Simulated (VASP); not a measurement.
# AlAs (F-43m) in VASP: a series of runs

Runs on AlAs. Level: PBE. Tasks: density of states, vibrations by perturbation theory.

Everything below comes from runs of VASP 6.6.1. Logs are shortened: lines on timing, memory, paths and dates and some standing lists are left out, and cuts for length are marked.

### 1 The cell of the first run

It takes space group F-43m (No. 216, cubic). Conventional cell: a = 5.676 Å, b = 5.676 Å, c = 5.676 Å, α = 90.00°, β = 90.00°, γ = 90.00°. Al (site symmetry -43m) has 4 As at 2.46 Å within 3.2 Å. As (site symmetry -43m) has 4 Al at 2.46 Å within 3.2 Å.

### 2 Density of states, PBE

File POSCAR:

```
AlAs
1.0
    0.0000000000      2.8379010000      2.8379010000
    2.8379010000      0.0000000000      2.8379010000
    2.8379010000      2.8379010000      0.0000000000
Al As
1 1
Direct
    0.0000000000      0.0000000000      0.0000000000
    0.7500000000      0.7500000000      0.7500000000
```

File INCAR.step1:

```
PREC = Accurate ; ENCUT = 400
EDIFF = 1E-6 ; ISMEAR = 0
SIGMA = 0.01 ; LREAL = False
LASPH = True ; NELM = 120
ALGO = Normal ; ISIF = 2
LWAVE = False ; LCHARG = True
GGA = PE ; NBANDS = 11
GGA_COMPAT = False ; NEDOS = 2001
LORBIT = 11
```

File KPOINTS.step1:

```
Automatic mesh
0
Gamma
  7 7 7
```

File INCAR.step2:

```
PREC = Accurate ; ENCUT = 400
EDIFF = 1E-6 ; ISMEAR = -5
SIGMA = 0.01 ; LREAL = False
LASPH = True ; NELM = 120
ALGO = Normal ; ISIF = 2
LWAVE = False ; LCHARG = False
GGA = PE ; LORBIT = 11
NEDOS = 2001 ; ICHARG = 11
GGA_COMPAT = False
```

File KPOINTS.step2:

```
Automatic mesh
0
Gamma
  11 11 11
```

Potentials or basis: VASP PAW PBE potentials, release 64 (Al, As).

Command:

```console
cat potpaw_PBE.64/Al/POTCAR potpaw_PBE.64/As/POTCAR > POTCAR
cp INCAR.step1 INCAR
cp KPOINTS.step1 KPOINTS
mpirun -np 1 vasp_std > vasp.out
cp INCAR.step2 INCAR
cp KPOINTS.step2 KPOINTS
mpirun -np 1 vasp_std > vasp.out
```

OUTCAR:

```text
PREC = Accurate
   ENCUT = 400
   EDIFF = 1E-6
   ISMEAR = -5
   LREAL = False
   LASPH = True
   NELM = 120
   ISIF = 2
   GGA = PE
   LORBIT = 11
   ICHARG = 11

 ion  position               nearest neighbor table
   1  0.000  0.000  0.000-   2 2.46   2 2.46   2 2.46   2 2.46
   2  0.750  0.750  0.750-   1 2.46   1 2.46   1 2.46   1 2.46

  LATTYP: Found a face centered cubic cell.
 ALAT       =     5.6758020000

  Lattice vectors:

 A1 = (   0.0000000000,   2.8379010000,   2.8379010000)
 A2 = (   2.8379010000,   0.0000000000,   2.8379010000)
 A3 = (   2.8379010000,   2.8379010000,   0.0000000000)

Analysis of symmetry for initial positions (statically):
=====================================================================
 Subroutine PRICEL returns:
 Original cell was already a primitive cell.

 Routine SETGRP: Setting up the symmetry group for a
 face centered cubic supercell.

 Subroutine GETGRP returns: Found 24 space group operations
 (whereof 24 operations were pure point group operations)
 out of a pool of 48 trial point group operations.

The static configuration has the point symmetry T_d .

Analysis of symmetry for dynamics (positions and initial velocities):
=====================================================================
 Subroutine PRICEL returns:
 Original cell was already a primitive cell.

 Routine SETGRP: Setting up the symmetry group for a
 face centered cubic supercell.

 Subroutine GETGRP returns: Found 24 space group operations
 (whereof 24 operations were pure point group operations)
 out of a pool of 48 trial point group operations.

The dynamic configuration has the point symmetry T_d .

 Subroutine INISYM returns: Found 24 space group operations
 (whereof 24 operations are pure point group operations),
 and found     1 'primitive' translations

----------------------------------------------------------------------------------------

                                     Primitive cell

  volume of cell :      45.7111

  direct lattice vectors                    reciprocal lattice vectors
     0.000000000  2.837901000  2.837901000    -0.176186555  0.176186555  0.176186555
     2.837901000  0.000000000  2.837901000     0.176186555 -0.176186555  0.176186555
[... 88 lines left out ...]
   LREAL  =      F    real-space projection
   EDIFFG = 0.1E-04   stopping-criterion for IOM
   NSW    =      0    number of steps for IOM
   IBRION =     -1    ionic relax: 0-MD 1-quasi-New 2-CG
   NFREE  =      0    steps in history (QN), initial steepest desc. (CG)
   ISIF   =      2    stress and relaxation
   ISYM   =      2    0-nonsym 1-usesym 2-fastsym
   POTIM  = 0.5000    time-step for ionic-motion
   TEBEG  =    0.0;   TEEND  =   0.0 temperature during run
   PSTRESS=    0.0 pullay stress
   NELECT =       8.0000    total number of electrons
   NUPDOWN=      -1.0000    fix difference up-down
   EMIN   =  10.00;   EMAX   =-10.00  energy-range for DOS
   EFERMI =   0.00;   METHOD = LEGACY
   ISMEAR =    -5;   SIGMA  =   0.01  broadening in eV -4-tet -1-fermi 0-gaus
   EFERMI_NEDOS =   21; number of points for ismear=-14 and -15
   IALGO  =     38    algorithm
   IMIX   =      4    mixing-type and parameters
     AMIX     =   0.40;   BMIX     =  1.00
     AMIX_MAG =   1.60;   BMIX_MAG =  1.00
  volume/ion in A,a.u.               =      22.86       154.24
  Fermi-wavevector in a.u.,A,eV,Ry     =   0.915723  1.730466 11.409153  0.838549
  Thomas-Fermi vector in A             =   2.040497
   LORBIT       =     11    0 simple, 1 ext, 2 COOP (PROOUT), +10 PAW based schemes
   GGA     = PE    functional components
   LHFCALC =     F    Hartree Fock is set to
   AEXX    =    0.0000 exact exchange contribution
   IVDW    =     0    specifies the selected vdW correction
   LEPSILON=     F    determine dielectric tensor
   LRPA    =     F    only Hartree local field effects (RPA)
 non-spin polarized calculation
 Fermi weights with tetrahedron method with Bloechl corrections
  energy-cutoff  :      400.00
  volume of cell :       45.71
 maximum number of plane-waves:       869
 NGX is ok and might be reduce to    28

 number of electron       7.9999999 magnetization

 Free energy of the ion-electron system (eV)
  ---------------------------------------------------
  ext. energy  EPLUGINS =         0.00000000
  ---------------------------------------------------
  free energy    TOTEN  =        -9.37937829 eV

  energy without entropy =       -9.37937829  energy(sigma->0) =       -9.37937829

 E-fermi :   3.8361     XC(G=0):  -9.0099

 val. band max:        3.8244736681   @ k =   0.0000   0.0000   0.0000
 cond. band min:       5.3156408238   @ k =   0.4545   0.4545   0.0000
 fundamental gap:      1.4911671557
 Fermi energy:         3.8361364336

 k-point     1 :       0.0000    0.0000    0.0000
  band No.  band energies     occupation
      1      -7.9966      2.00000
      2       3.8245      2.00000
      3       3.8245      2.00000
      4       3.8245      2.00000
      5       5.8217      0.00000
      6       8.0960      0.00000
      7       8.0960      0.00000
      8       8.0960      0.00000
[... 243 lines left out ...]
 k-point    24 :      -0.1818    0.1818    0.0000
  band No.  band energies     occupation
      1      -7.2080      2.00000
      2       0.2512      2.00000
      3       1.9271      2.00000
      4       3.4026      2.00000
      5       7.4944      0.00000
      6       8.7070      0.00000
      7       8.9275      0.00000
      8       9.7130      0.00000

 [... further k-points ...]
[... 5 lines left out ...]
  --------------------------------------------------------------------------------------
  -------------------------------------------------------------------------------------
  Total        0.5922920      0.5922920      0.5922920      0.0000000      0.0000000      0.0000000
  in kB       20.7598758     20.7598758     20.7598758      0.0000000      0.0000000      0.0000000
  external PRESSURE =      20.7598758 kB  Pullay stress =       0.0000000 kB

 VOLUME and BASIS-vectors are now :
 -----------------------------------------------------------------------------
  energy-cutoff  :      400.00
  volume of cell :       45.71
      direct lattice vectors                 reciprocal lattice vectors
     0.000000000  2.837901000  2.837901000    -0.176186555  0.176186555  0.176186555
     2.837901000  0.000000000  2.837901000     0.176186555 -0.176186555  0.176186555
     2.837901000  2.837901000  0.000000000     0.176186555  0.176186555 -0.176186555

 POSITION                                       TOTAL-FORCE (eV/Angst)
 -----------------------------------------------------------------------------------
      0.00000      0.00000      0.00000         0.000000     -0.000000     -0.000000
      4.25685      4.25685      4.25685        -0.000000      0.000000      0.000000
 -----------------------------------------------------------------------------------
    total drift:                               -0.000000     -0.000000     -0.000000

  FREE ENERGIE OF THE ION-ELECTRON SYSTEM (eV)
  ---------------------------------------------------
  free  energy   TOTEN  =        -9.3793782927 eV

  energy  without entropy=       -9.3793782927  energy(sigma->0) =       -9.37937829

 total charge

# of ion       s       p       d       tot
------------------------------------------
    1        0.404   0.367   0.000   0.772
    2        1.193   1.680   0.024   2.897
--------------------------------------------------
tot          1.598   2.047   0.024   3.669
```

OUTCAR.step1:

```text
PREC = Accurate
   ENCUT = 400
   EDIFF = 1E-6
   ISMEAR = 0
   LREAL = False
   LASPH = True
[... 499 lines left out ...]
    total drift:                               -0.000000     -0.000000     -0.000000

  FREE ENERGIE OF THE ION-ELECTRON SYSTEM (eV)
  ---------------------------------------------------
  free  energy   TOTEN  =        -9.3757267913 eV

  energy  without entropy=       -9.3757267913  energy(sigma->0) =       -9.37572679

 total charge

# of ion       s       p       d       tot
------------------------------------------
    1        0.404   0.368   0.000   0.771
    2        1.193   1.682   0.024   2.899
--------------------------------------------------
tot          1.597   2.049   0.024   3.670
```

OSZICAR.step1:

```text
N       E                     dE             d eps       ncg     rms          rms(c)
DAV:   1     0.116019104817E+02    0.11602E+02   -0.26505E+03   456   0.443E+02
DAV:   2    -0.877514783797E+01   -0.20377E+02   -0.19283E+02   571   0.783E+01
DAV:   3    -0.959078528278E+01   -0.81564E+00   -0.81441E+00   564   0.158E+01
DAV:   4    -0.959729764758E+01   -0.65124E-02   -0.65118E-02   491   0.172E+00
DAV:   5    -0.959742751803E+01   -0.12987E-03   -0.12987E-03   548   0.233E-01    0.321E+00
DAV:   6    -0.940782647392E+01    0.18960E+00   -0.33802E-01   479   0.209E+00    0.186E+00
DAV:   7    -0.937487965639E+01    0.32947E-01   -0.16768E-01   497   0.160E+00    0.681E-01
DAV:   8    -0.937547372829E+01   -0.59407E-03   -0.11145E-02   502   0.489E-01    0.108E-01
DAV:   9    -0.937558870418E+01   -0.11498E-03   -0.40132E-04   520   0.114E-01    0.609E-02
DAV:  10    -0.937572300684E+01   -0.13430E-03   -0.17853E-04   475   0.710E-02    0.707E-03
DAV:  11    -0.937572686128E+01   -0.38544E-05   -0.20367E-05   551   0.191E-02    0.569E-03
DAV:  12    -0.937572679134E+01    0.69939E-07   -0.21346E-06   494   0.696E-03
   1 F= -.93757268E+01 E0= -.93757268E+01  d E =-.263025E-16
```

Wall time 10 s (1 thread of AMD EPYC 9R45 (Zen 5), shared host); peak memory 0.12 GiB.

What came out:

* Valence electrons inside the program's atomic spheres: Al 0.77; As 2.90

### 3 Vibrations by perturbation theory, PBE

File INCAR:

```
SYSTEM = AlAs
PREC     = Accurate       ! precision mode
ENCUT    = 500            ! plane-wave cutoff, eV
EDIFF    = 1E-8           ! SCF threshold, eV
ISMEAR   = 0              ! smearing method
SIGMA    = 0.01           ! smearing width, eV
LREAL    = .False.        ! projectors in reciprocal space
LASPH    = .True.         ! aspherical terms in the spheres
NELM     = 120            ! most SCF steps
ALGO     = Normal         ! electronic algorithm
ISIF     = 2              ! what is computed and relaxed
LWAVE    = .False.        ! write WAVECAR
LCHARG   = .False.        ! write CHGCAR
GGA      = PE             ! functional
NBANDS   = 11             ! bands
IBRION   = 8              ! ionic algorithm
NSW      = 1              ! ionic steps
LEPSILON = .True.         ! dielectric tensor by DFPT
GGA_COMPAT= .False.
```

File KPOINTS:

```
regular mesh
0
Gamma
  7 7 7
  0 0 0
```

POSCAR is that of step 2.

Potentials or basis: VASP PAW PBE potentials, release 64 (Al, As).

Command:

```console
cat potpaw_PBE.64/Al/POTCAR potpaw_PBE.64/As/POTCAR > POTCAR
mpirun -np 1 vasp_std > vasp.out
```

OUTCAR:

```text
SYSTEM = AlAs
   PREC = Accurate
   ENCUT = 500
   EDIFF = 1E-8
   ISMEAR = 0
   LREAL = .False.
   LASPH = .True.
   NELM = 120
   ISIF = 2
   GGA = PE
   IBRION = 8
   NSW = 1
   LEPSILON = .True.

 ion  position               nearest neighbor table
   1  0.000  0.000  0.000-   2 2.46   2 2.46   2 2.46   2 2.46
   2  0.750  0.750  0.750-   1 2.46   1 2.46   1 2.46   1 2.46

  LATTYP: Found a face centered cubic cell.
 ALAT       =     5.6758020000

  Lattice vectors:

 A1 = (   0.0000000000,   2.8379010000,   2.8379010000)
 A2 = (   2.8379010000,   0.0000000000,   2.8379010000)
 A3 = (   2.8379010000,   2.8379010000,   0.0000000000)

Analysis of symmetry for initial positions (statically):
[... 576 lines left out ...]
  z     0.00000     0.00000     0.00000     8.00585     0.00000     0.00000

 SECOND DERIVATIVES (NOT SYMMETRIZED)
 ------------------------------------
               1X          1Y          1Z          2X          2Y          2Z
  1X    -9.352223    0.000000    0.000000    9.352223    0.000000    0.000000
  1Y     0.000000   -9.352223    0.000000    0.000000    9.352223    0.000000
  1Z     0.000000    0.000000   -9.352223    0.000000    0.000000    9.352223
  2X     9.347297    0.000000    0.000000   -9.347297    0.000000    0.000000
  2Y     0.000000    9.347297    0.000000    0.000000   -9.347297    0.000000
  2Z     0.000000    0.000000    9.347297    0.000000    0.000000   -9.347297

 Eigenvectors and eigenvalues of the dynamical matrix
 ----------------------------------------------------

   1 f  =   10.733409 THz    67.439995 2PiTHz  358.027973 cm-1    44.389791 meV
             X         Y         Z           dx          dy          dz
      0.000000  0.000000  0.000000     0.000000    0.857515    0.000000
      4.256851  4.256851  4.256851     0.000000   -0.514460    0.000000
[... 21 lines left out ...]
   6 f/i=    0.001247 THz     0.007838 2PiTHz    0.041610 cm-1     0.005159 meV
             X         Y         Z           dx          dy          dz
      0.000000  0.000000  0.000000     0.000000    0.000000   -0.514460
      4.256851  4.256851  4.256851     0.000000    0.000000   -0.857515

--------------------------------------------------------------------------------------------------------

 MACROSCOPIC STATIC DIELECTRIC TENSOR IONIC CONTRIBUTION
 ------------------------------------------------------
           2.013513    -0.000000    -0.000000
          -0.000000     2.013513    -0.000000
          -0.000000    -0.000000     2.013513
 ------------------------------------------------------

 ELASTIC MODULI CONTR FROM IONIC RELAXATION (kBar)
 Direction    XX          YY          ZZ          XY          YZ          ZX
 --------------------------------------------------------------------------------
 XX          -0.0000     -0.0000      0.0000     -0.0000      0.0000      0.0000
 YY          -0.0000     -0.0000     -0.0000     -0.0000     -0.0000      0.0000
 ZZ           0.0000     -0.0000     -0.0000      0.0000     -0.0000      0.0000
 XY          -0.0000     -0.0000      0.0000   -238.4291      0.0000      0.0000
 YZ           0.0000     -0.0000     -0.0000      0.0000   -238.4291      0.0000
 ZX           0.0000      0.0000      0.0000      0.0000      0.0000   -238.4291
 --------------------------------------------------------------------------------

 PIEZOELECTRIC TENSOR IONIC CONTR  for field in x, y, z        (C/m^2)
          XX          YY          ZZ          XY          YZ          ZX
  --------------------------------------------------------------------------------
  x     0.00000    -0.00000    -0.00000    -0.00000    -0.65197     0.00000
  y     0.00000     0.00000     0.00000     0.00000     0.00000    -0.65197
  z    -0.00000    -0.00000     0.00000    -0.65197     0.00000     0.00000
```

It took 2.5 min on 1 thread of AMD EPYC 9R45 (Zen 5), shared host; peak memory 0.21 GiB.

What came out:

```yaml
Electronic_dielectric_tensor_diagonal: 10.25
Born_charges_mean_of_the_diagonal: Al +2.18; As -2.18 e
Highest_phonon_frequency_at_Γ_LO-TO_splitting_left_out: 358 cm⁻¹
```

Phonon frequencies in cm⁻¹ (negative: imaginary):
```csv
q point,frequencies
"(0.000, 0.000, 0.000)",0 0 0 358 358 358
```

Electronic dielectric tensor:
```
10.25  0.00  0.00
 0.00 10.25  0.00
 0.00  0.00 10.25
```

Born effective charge tensors (e):
atom 1, Al
```
2.18 0.00 0.00
0.00 2.18 0.00
0.00 0.00 2.18
```
atom 2, As
```
-2.18  0.00  0.00
 0.00 -2.18  0.00
 0.00  0.00 -2.18
```

Caveat: the cell wasn't relaxed at this level first, which shifts response properties.

### 4 Vibrations by perturbation theory, PBE

File INCAR:

```
PREC = Accurate
ENCUT = 500
EDIFF = 1E-8
ISMEAR = 0
SIGMA = 0.01
LREAL = F
LASPH = T
NELM = 120
ALGO = Normal
ISIF = 2
LWAVE = F
LCHARG = F
GGA = PE
NBANDS = 11
IBRION = 8
NSW = 1
LEPSILON = T
GGA_COMPAT = F
```

File KPOINTS:

```
Automatic mesh
0
Gamma
  7 7 7
```

POSCAR is that of step 3.

Potentials or basis: VASP PAW PBE potentials, release 64 (Al, As).

Command:

```console
cat potpaw_PBE.64/Al/POTCAR potpaw_PBE.64/As/POTCAR > POTCAR
mpirun -np 1 vasp_std > vasp.out
```

OUTCAR:

```text
PREC = Accurate
   ENCUT = 500
   EDIFF = 1E-8
   ISMEAR = 0
   LREAL = F
   LASPH = T
   NELM = 120
   ISIF = 2
   GGA = PE
   IBRION = 8
   NSW = 1
   LEPSILON = T

 ion  position               nearest neighbor table
   1  0.000  0.000  0.000-   2 2.46   2 2.46   2 2.46   2 2.46
   2  0.750  0.750  0.750-   1 2.46   1 2.46   1 2.46   1 2.46

  LATTYP: Found a face centered cubic cell.
[... 602 lines left out ...]
      0.000000  0.000000  0.000000     0.000000    0.857515    0.000000
      4.256851  4.256851  4.256851     0.000000   -0.514460    0.000000
[... 21 lines left out ...]
   6 f/i=    0.001247 THz     0.007838 2PiTHz    0.041610 cm-1     0.005159 meV
             X         Y         Z           dx          dy          dz
      0.000000  0.000000  0.000000     0.000000    0.000000   -0.514460
      4.256851  4.256851  4.256851     0.000000    0.000000   -0.857515

--------------------------------------------------------------------------------------------------------

 MACROSCOPIC STATIC DIELECTRIC TENSOR IONIC CONTRIBUTION
 ------------------------------------------------------
           2.013513    -0.000000    -0.000000
          -0.000000     2.013513    -0.000000
          -0.000000    -0.000000     2.013513
 ------------------------------------------------------

 ELASTIC MODULI CONTR FROM IONIC RELAXATION (kBar)
 Direction    XX          YY          ZZ          XY          YZ          ZX
 --------------------------------------------------------------------------------
 XX          -0.0000     -0.0000      0.0000     -0.0000      0.0000      0.0000
 YY          -0.0000     -0.0000     -0.0000     -0.0000     -0.0000      0.0000
 ZZ           0.0000     -0.0000     -0.0000      0.0000     -0.0000      0.0000
 XY          -0.0000     -0.0000      0.0000   -238.4291      0.0000      0.0000
 YZ           0.0000     -0.0000     -0.0000      0.0000   -238.4291      0.0000
 ZX           0.0000      0.0000      0.0000      0.0000      0.0000   -238.4291
 --------------------------------------------------------------------------------

 PIEZOELECTRIC TENSOR IONIC CONTR  for field in x, y, z        (C/m^2)
          XX          YY          ZZ          XY          YZ          ZX
  --------------------------------------------------------------------------------
  x     0.00000    -0.00000    -0.00000    -0.00000    -0.65197     0.00000
  y     0.00000     0.00000     0.00000     0.00000     0.00000    -0.65197
  z    -0.00000    -0.00000     0.00000    -0.65197     0.00000     0.00000
```

stdout:

```text
POSCAR found type information on POSCAR AlAs
 POSCAR found :  2 types and       2 ions
 scaLAPACK will be used
 LDA part: xc-table for (Slater+PW92), standard interpolation
 POSCAR, INCAR and KPOINTS ok, starting setup
 FFT: planning ... GRIDC
 FFT: planning ... GRID_SOFT
 FFT: planning ... GRID
 WAVECAR not read
 entering main loop
[... 24 lines left out ...]
 dielectric tensor                  component  3 :     2.425     2.263    10.253
 Linear response DOF=           2
 Linear response progress:
 first order change of Fermi-energy   0.13384E-04
 force on displaced ion       1 direction 1 :  -9.352  -0.000  -0.000
 Born effective charge ion    1 direction 1 :   2.092   0.000   0.000
 Linear response progress:
 first order change of Fermi-energy   0.29882E-03
 force on displaced ion       2 direction 1 :  -9.347   0.000   0.000
 Born effective charge ion    2 direction 1 :  -2.265   0.000   0.000
 Born effective charges drift removed
 Linear response finished
```

Wall time 2.4 min (1 thread of AMD EPYC 9R45 (Zen 5), shared host); peak memory 0.21 GiB.

What came out:

| Quantity | Value |
| --- | --- |
| Electronic dielectric tensor (diagonal) | 10.25 |
| Born charges (mean of the diagonal) | Al +2.18; As -2.18 e |
| Highest phonon frequency at Γ, LO-TO splitting left out | 358 cm⁻¹ |

Phonon frequencies in cm⁻¹ (negative: imaginary):
```csv
q point,frequencies
"(0.000, 0.000, 0.000)",0 0 0 358 358 358
```

Electronic dielectric tensor:
```
10.25  0.00  0.00
 0.00 10.25  0.00
 0.00  0.00 10.25
```

Born effective charge tensors (e):
atom 1, Al
```
2.18 0.00 0.00
0.00 2.18 0.00
0.00 0.00 2.18
```
atom 2, As
```
-2.18  0.00  0.00
 0.00 -2.18  0.00
 0.00  0.00 -2.18
```

Caveat: the cell wasn't relaxed at this level first, which shifts response properties.
